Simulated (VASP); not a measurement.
Input of a VASP 6.6.1 run:

Contents of INCAR:

```
SYSTEM = Ca
ALGO = Normal ; EDIFF = 1E-7
ENCUT = 520 ; GGA = PE
ISIF = 2 ; ISMEAR = 0
LASPH = .TRUE. ; LCHARG = .FALSE.
LREAL = .FALSE. ; LWAVE = .FALSE.
NBANDS = 28 ; NELM = 100
PREC = Accurate ; SIGMA = 0.1
```

KPOINTS

```
k-points
0
G
  8 8 8
  0 0 0
```

The input POSCAR:

```
Ca
1.0
   -3.7561555887      3.7561555887      3.6936112031
    3.7561555887     -3.7561555887      3.6936112031
    3.7561555887      3.7561555887     -3.6936112031
Ca
4
Direct
    0.8053049014      0.6946950986      0.5000000000
    0.1946950986      0.3053049014      0.5000000000
    0.3053049014      0.8053049014      0.1106098029
    0.6946950986      0.1946950986      0.8893901971
```

Potentials or basis: VASP PAW PBE potentials, release 64 (Ca_sv).

The run is started by

```bash
$ cat potpaw_PBE.64/Ca_sv/POTCAR > POTCAR
$ mpirun -np 1 vasp_std > vasp.out
```

(1) What does it give for the pressure?

(2) Predict the largest force.

(3) Predict the band gap on the k mesh.

Answers

(1) -1.7 GPa.

(2) 0.357 eV/Å.

(3) zero (band 20 reaches 1.30 eV, above the bottom of band 21 at 0.61 eV).

Caveat: the cell differs from its parent crystal (Ba replaced by Ca, lengths x 0.891, strained).
